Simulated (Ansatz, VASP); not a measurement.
# Two plane-wave programs on HfOs3

```
Os Hf
1.0
     3.89245    0.00000    0.00000
     0.00000    3.89245    0.00000
     0.00000    0.00000    3.89245
Os Hf
3 1
Direct
  0.00000 0.50000 0.50000
  0.50000 0.00000 0.50000
  0.50000 0.50000 0.00000
  0.00000 0.00000 0.00000
```

Alike in both runs: task single point; functional PBE; k mesh 7 × 7 × 7; occupations fermi-dirac, width 0.05 eV; no spin polarisation.

```csv
,VASP,Ansatz
version,VASP 6.6.1,Ansatz 0.2.0
potentials or method,"VASP PAW PBE potentials, release 64 (Os, Hf_pv)",Ansatz PAW
plane-wave cutoff (eV),520,420
valence electrons in the cell,34,74
```

Ansatz gave:

| Quantity | Value |
| --- | --- |
| gap on the k mesh at the Fermi level (eV) | none |
| pressure (GPa) | 21.2 |

Problem. What did VASP give for the same quantities?

Solution. gap on the k mesh at the Fermi level (eV): none; pressure (GPa): 20.7.

A gap of «none» marks a metal or a gap that the smearing closes. With one functional, cell and mesh, what is left measures potentials, basis and numerics. VASP's potentials hold 34 valence electrons a cell and Ansatz's 74, so a difference there can come from the potentials and not from the codes.

Neither program's run includes spin-orbit coupling.
